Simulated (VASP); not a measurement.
# MgSiC2 (I-42d) in VASP: single point with PBE

Aim: the single point of MgSiC2 with PBE.

All numbers are computed with VASP 6.6.1; they aren't measurements. Logs are shortened: lines on timing, memory, paths and dates and some standing lists are left out, and cuts for length are marked.

### 1 The cell of the first run

It takes space group I-42d (No. 122, tetragonal). The conventional cell has a = 5.048 Å, b = 5.048 Å, c = 8.908 Å, α = 90.00°, β = 90.00°, γ = 90.00°. Within 2.7 Å of C (site symmetry 2) lie 2 Mg at 2.04 Å and 2 Si at 2.17 Å. Mg (site symmetry -4) has 4 C at 2.04 Å within 2.7 Å. Si (site symmetry -4) has 4 C at 2.17 Å within 2.9 Å.

### 2 Single point, PBE

Contents of INCAR:

```
SYSTEM = MgSiC2
  ALGO = Normal
  EDIFF = 1E-6
  ENCUT = 520
  GGA = PE
  ISIF = 2
  ISMEAR = -1
  LASPH = .True.
  LCHARG = .True.
  LELF = .True.
  LREAL = .False.
  LVHAR = .True.
  LWAVE = .False.
  NBANDS = 24
  NELM = 100
  PREC = Accurate
  SIGMA = 0.1
```

Contents of KPOINTS:

```
k-points
0
Gamma
  8 8 8
  0 0 0
```

Contents of POSCAR:

```
MgSiC2
1.0
    0.0000000000      5.0482490000      0.0000000000
    5.0482490000      0.0000000000      0.0000000000
    2.5241250000      2.5241250000     -4.4539480000
C Mg Si
4 2 2
Direct
    0.3750000000      0.3950000000      0.7500000000
    0.6050000000      0.1250000000      0.2500000000
    0.8750000000      0.8550000000      0.7500000000
    0.1450000000      0.6250000000      0.2500000000
    0.5000000000      0.5000000000      0.0000000000
    0.2500000000      0.7500000000      0.5000000000
    0.0000000000      0.0000000000      0.0000000000
    0.7500000000      0.2500000000      0.5000000000
```

Potentials or basis: VASP PAW PBE potentials, release 64 (C, Mg, Si).

Started as:

```console
$ cat potpaw_PBE.64/C/POTCAR potpaw_PBE.64/Mg/POTCAR potpaw_PBE.64/Si/POTCAR > POTCAR
$ mpirun -np 1 vasp_std > vasp.out
```

OUTCAR:

```text
SYSTEM = MgSiC2
   EDIFF = 1E-6
   ENCUT = 520
   GGA = PE
   ISIF = 2
   ISMEAR = -1
   LASPH = .True.
   LREAL = .False.
   NELM = 100
   PREC = Accurate

 ion  position               nearest neighbor table
   1  0.375  0.395  0.750-   6 2.04   5 2.04   7 2.17   8 2.17
   2  0.605  0.125  0.250-   6 2.04   5 2.04   7 2.17   8 2.17
   3  0.875  0.855  0.750-   5 2.04   6 2.04   8 2.17   7 2.17
   4  0.145  0.625  0.250-   5 2.04   6 2.04   8 2.17   7 2.17
   5  0.500  0.500  0.000-   3 2.04   2 2.04   4 2.04   1 2.04   6 3.37   8 3.37   6 3.37   8 3.37
                             6 3.37   8 3.37   6 3.37   8 3.37
   6  0.250  0.750  0.500-   2 2.04   3 2.04   1 2.04   4 2.04   7 3.37   5 3.37   7 3.37   5 3.37
                             5 3.37   7 3.37   5 3.37   7 3.37
   7  0.000  0.000  0.000-   1 2.17   2 2.17   4 2.17   3 2.17   6 3.37   6 3.37   6 3.37   6 3.37

   8  0.750  0.250  0.500-   4 2.17   3 2.17   1 2.17   2 2.17   5 3.37   5 3.37   5 3.37   5 3.37

  LATTYP: Found a body centered tetragonal cell.
 ALAT       =     5.0482490000
 C/A-ratio  =     1.7645516297

  Lattice vectors:

 A1 = (  -2.5241250000,   2.5241240000,   4.4539480000)
 A2 = (   2.5241240000,  -2.5241250000,   4.4539480000)
 A3 = (   2.5241250000,   2.5241250000,  -4.4539480000)

Analysis of symmetry for initial positions (statically):
=====================================================================
 Subroutine PRICEL returns:
 Original cell was already a primitive cell.

 Routine SETGRP: Setting up the symmetry group for a
 body centered tetragonal supercell.

 Subroutine GETGRP returns: Found  8 space group operations
 (whereof  4 operations were pure point group operations)
 out of a pool of 16 trial point group operations.

The static configuration has the point symmetry S_4 .
 The point group associated with its full space group is D_2d.

Analysis of symmetry for dynamics (positions and initial velocities):
=====================================================================
 Subroutine PRICEL returns:
 Original cell was already a primitive cell.

 Routine SETGRP: Setting up the symmetry group for a
 body centered tetragonal supercell.

 Subroutine GETGRP returns: Found  8 space group operations
 (whereof  4 operations were pure point group operations)
 out of a pool of 16 trial point group operations.

The dynamic configuration has the point symmetry S_4 .
 The point group associated with its full space group is D_2d.

 Subroutine INISYM returns: Found  8 space group operations
 (whereof  4 operations are pure point group operations),
 and found     1 'primitive' translations

----------------------------------------------------------------------------------------

                                     Primitive cell

  volume of cell :     113.5081

  direct lattice vectors                    reciprocal lattice vectors
     0.000000000  5.048249000  0.000000000     0.000000000  0.198088486  0.112259977
     5.048249000  0.000000000  0.000000000     0.198088486  0.000000000  0.112259977
     2.524125000  2.524125000 -4.453948000     0.000000000  0.000000000 -0.224519909

  length of vectors
     5.048249000  5.048249000  5.707895130     0.227686957  0.227686957  0.224519909

  position of ions in fractional coordinates (direct lattice)
     0.375000000  0.395000000  0.750000000
     0.605000000  0.125000000  0.250000000
     0.875000000  0.855000000  0.750000000
     0.145000000  0.625000000  0.250000000
     0.500000000  0.500000000  0.000000000
     0.250000000  0.750000000  0.500000000
     0.000000000  0.000000000  0.000000000
     0.750000000  0.250000000  0.500000000

  ion indices of the primitive-cell ions
   primitive index   ion index
                 1           1
                 2           2
                 3           3
                 4           4
                 5           5
                 6           6
                 7           7
                 8           8

----------------------------------------------------------------------------------------

 KPOINTS: k-points

Automatic generation of k-mesh.
 Grid dimensions read from file:
 generate k-points for:    8    8    8

 Generating k-lattice:

  Cartesian coordinates                     Fractional coordinates (reciprocal lattice)
     0.000000000  0.024761061  0.014032497     0.125000000  0.000000000  0.000000000
     0.024761061  0.000000000  0.014032497     0.000000000  0.125000000  0.000000000
     0.000000000  0.000000000 -0.028064989     0.000000000  0.000000000  0.125000000

  Length of vectors
     0.028460870  0.028460870  0.028064989

  Shift w.r.t. Gamma in fractional coordinates (k-lattice)
     0.000000000  0.000000000  0.000000000

 Subroutine IBZKPT returns following result:
 ===========================================

 Found     59 irreducible k-points:

 Following reciprocal coordinates:
            Coordinates               Weight
  0.000000  0.000000  0.000000      1.000000
  0.125000  0.000000  0.000000      8.000000
  0.250000  0.000000  0.000000      8.000000
  0.375000  0.000000 -0.000000      8.000000
  0.500000  0.000000  0.000000      4.000000
  0.125000  0.125000  0.000000      8.000000
[... 16 lines left out ...]
  0.250000  0.000000  0.125000      4.000000
  0.375000  0.000000  0.125000      8.000000
 [... further k-points ...]
   k-points           NKPTS =     59   k-points in BZ     NKDIM =     59   number of bands    NBANDS=     24
   number of dos      NEDOS =    301   number of ions     NIONS =      8
   total plane-waves  NPLWV =  67200
   dimension x,y,z NGX =    40 NGY =   40 NGZ =   42
   dimension x,y,z NGXF=    80 NGYF=   80 NGZF=   84
   ions per type =               4   2   2
   NGX,Y,Z   is equivalent  to a cutoff of  13.17, 13.17, 12.23 a.u.
   NGXF,Y,Z  is equivalent  to a cutoff of  26.35, 26.35, 24.47 a.u.
 SYSTEM =  MgSiC2
   PREC   = accura    normal or accurate (medium, high low for compatibility)
   ISTART =      0    job   : 0-new  1-cont  2-samecut
   ICHARG =      2    charge: 1-file 2-atom 10-const
   ISPIN  =      1    spin polarized calculation?
   LNONCOLLINEAR =      F non collinear calculations
   LSORBIT =      F    spin-orbit coupling
   LASPH  =      T    aspherical Exc in radial PAW
   ENCUT  =  520.0 eV  38.22 Ry    6.18 a.u.   9.39  9.39 10.61*2*pi/ulx,y,z
   NELM   =    100;   NELMIN=  2; NELMDL= -5     # of ELM steps
   EDIFF  = 0.1E-05   stopping-criterion for ELM
   LREAL  =      F    real-space projection
   EDIFFG = 0.1E-04   stopping-criterion for IOM
   NSW    =      0    number of steps for IOM
   IBRION =     -1    ionic relax: 0-MD 1-quasi-New 2-CG
   NFREE  =      0    steps in history (QN), initial steepest desc. (CG)
   ISIF   =      2    stress and relaxation
   ISYM   =      2    0-nonsym 1-usesym 2-fastsym
   POTIM  = 0.5000    time-step for ionic-motion
   TEBEG  =    0.0;   TEEND  =   0.0 temperature during run
   PSTRESS=    0.0 pullay stress
   NELECT =      28.0000    total number of electrons
   NUPDOWN=      -1.0000    fix difference up-down
   EMIN   =  10.00;   EMAX   =-10.00  energy-range for DOS
   EFERMI =   0.00;   METHOD = LEGACY
   ISMEAR =    -1;   SIGMA  =   0.10  broadening in eV -4-tet -1-fermi 0-gaus
   EFERMI_NEDOS =   21; number of points for ismear=-14 and -15
   IALGO  =     38    algorithm
   IMIX   =      4    mixing-type and parameters
     AMIX     =   0.40;   BMIX     =  1.00
     AMIX_MAG =   1.60;   BMIX_MAG =  1.00
  volume/ion in A,a.u.               =      14.19        95.75
  Fermi-wavevector in a.u.,A,eV,Ry     =   1.026720  1.940219 14.342630  1.054154
  Thomas-Fermi vector in A             =   2.160627
   LORBIT       =      0    0 simple, 1 ext, 2 COOP (PROOUT), +10 PAW based schemes
   GGA     = PE    functional components
   LHFCALC =     F    Hartree Fock is set to
   AEXX    =    0.0000 exact exchange contribution
   IVDW    =     0    specifies the selected vdW correction
   LEPSILON=     F    determine dielectric tensor
   LRPA    =     F    only Hartree local field effects (RPA)
 non-spin polarized calculation
  energy-cutoff  :      520.00
  volume of cell :      113.51
 maximum number of plane-waves:      3077
 NGX is ok and might be reduce to    40
   NGX = 19   NGY = 19   NGZ = 21

 number of electron      28.0000000 magnetization

 Free energy of the ion-electron system (eV)
  ---------------------------------------------------
  ext. energy  EPLUGINS =         0.00000000
  ---------------------------------------------------
  free energy    TOTEN  =       -40.65727791 eV

  energy without entropy =      -40.48405227  energy(sigma->0) =      -40.57066509

 E-fermi :   3.2476     XC(G=0):  -9.7782

 val. band max:        3.2274278187   @ k =   0.0000   0.0000   0.3750
 cond. band min:       3.2605527691   @ k =   0.3750   0.2500   0.1250
 fundamental gap:      0.0331249504
 Fermi energy:         3.2475860406

 k-point     1 :       0.0000    0.0000    0.0000
  band No.  band energies     occupation
      1      -8.6625      2.00000
      2      -5.5261      2.00000
      3      -5.5261      2.00000
      4      -5.1279      2.00000
      5      -2.7540      2.00000
      6      -0.9600      2.00000
[... 16 lines left out ...]
     23      11.0216      0.00000
     24      11.0216      0.00000

 k-point     2 :       0.1250    0.0000    0.0000
  band No.  band energies     occupation
      1      -8.5768      2.00000
      2      -5.6423      2.00000
      3      -5.5842      2.00000
      4      -5.2067      2.00000
      5      -2.6581      2.00000
      6      -1.0520      2.00000
[... 16 lines left out ...]
     23      10.7565      0.00000
     24      11.0909      0.00000

 k-point     3 :       0.2500    0.0000    0.0000
  band No.  band energies     occupation
      1      -8.3269      2.00000
      2      -6.0328      2.00000
      3      -5.6833      2.00000
      4      -5.3605      2.00000
      5      -2.4429      2.00000
      6      -1.1040      2.00000
[... 16 lines left out ...]
     23      10.5041      0.00000
     24      11.0363      0.00000
[... 514 lines left out ...]
 k-point    23 :       0.2500    0.0000    0.1250
  band No.  band energies     occupation
      1      -8.4074      2.00000
      2      -5.8635      2.00000
      3      -5.7797      2.00000
      4      -5.1867      2.00000
      5      -2.5370      2.00000
      6      -1.0870      2.00000
[... 16 lines left out ...]
     23      10.4415      0.00000
     24      11.0962      0.00000

 k-point    24 :       0.3750    0.0000    0.1250
  band No.  band energies     occupation
      1      -8.0866      2.00000
      2      -6.2985      2.00000
      3      -5.9556      2.00000
      4      -5.2922      2.00000
      5      -2.3145      2.00000
      6      -1.0492      2.00000
[... 16 lines left out ...]
     23      10.3114      0.00000
     24      11.0632      0.00000

 [... further k-points ...]
[... 5 lines left out ...]
  --------------------------------------------------------------------------------------
  -------------------------------------------------------------------------------------
  Total       -6.7366609     -6.7366609     -4.2728844     -0.0000000      0.0000005      0.0000005
  in kB      -95.0886301    -95.0886301    -60.3121829     -0.0000000      0.0000068      0.0000068
  external PRESSURE =     -83.4964810 kB  Pullay stress =       0.0000000 kB

 VOLUME and BASIS-vectors are now :
 -----------------------------------------------------------------------------
  energy-cutoff  :      520.00
  volume of cell :      113.51
      direct lattice vectors                 reciprocal lattice vectors
     0.000000000  5.048249000  0.000000000     0.000000000  0.198088486  0.112259977
     5.048249000  0.000000000  0.000000000     0.198088486  0.000000000  0.112259977
     2.524125000  2.524125000 -4.453948000     0.000000000  0.000000000 -0.224519909

 POSITION                                       TOTAL-FORCE (eV/Angst)
 -----------------------------------------------------------------------------------
      3.88715      3.78619     -3.34046        -4.662867      0.000000      0.000000
      1.26206      3.68522     -1.11349         0.000000      4.662867     -0.000000
      6.20935      6.31031     -3.34046         4.662867     -0.000000      0.000000
      3.78619      1.36303     -1.11349         0.000000     -4.662867      0.000000
      2.52412      2.52412      0.00000         0.000000      0.000000      0.000000
      5.04825      2.52412     -2.22697         0.000000     -0.000000      0.000000
      0.00000      0.00000      0.00000         0.000000     -0.000000      0.000000
      2.52412      5.04825     -2.22697         0.000000      0.000000      0.000000
 -----------------------------------------------------------------------------------
    total drift:                                0.000015      0.000015     -0.000001

  FREE ENERGIE OF THE ION-ELECTRON SYSTEM (eV)
  ---------------------------------------------------
  free  energy   TOTEN  =       -40.6572779107 eV

  energy  without entropy=      -40.4840522723  energy(sigma->0) =      -40.57066509
```

Wall time 2.1 min (1 thread of AMD EPYC 7R13 (Zen 3), shared host); peak memory 0.3 GiB.

What came out:

| Property | Result |
| --- | --- |
| Free energy | -40.6573 eV |
| Pressure | -8.3 GPa |
| Largest force | 4.663 eV/Å |
| Band gap on the k mesh | zero (bands 14 and 15 overlap by 0.91 eV) |

Forces on the atoms (eV/Å):
```
C   -4.663  0.000  0.000
C    0.000  4.663  0.000
C    4.663  0.000  0.000
C    0.000 -4.663  0.000
Mg   0.000  0.000  0.000
Mg   0.000  0.000  0.000
Si   0.000  0.000  0.000
Si   0.000  0.000  0.000
```

Levels at points of the mesh, in eV from the Fermi level:
```tsv
k point	band 12	band 13	band 14	band 15	band 16	band 17
(0.00, 0.00, 0.00)	-1.41	-1.41	0.70	0.70	1.02	2.48
(0.50, 0.00, 0.00)	-1.12	-0.47	-0.14	0.02	0.37	4.72
(0.50, 0.50, 0.00)	-0.55	-0.10	-0.10	0.64	0.64	3.89
(0.00, 0.00, 0.50)	-0.93	-0.81	-0.81	-0.11	-0.11	3.11
```

Caveat: the cell stands under tension; forces of over 1 eV/Å act on the atoms, so gaps and moduli don't describe the material at rest.

The gap in the log of VASP goes by the Fermi energy; the results here count the filled bands.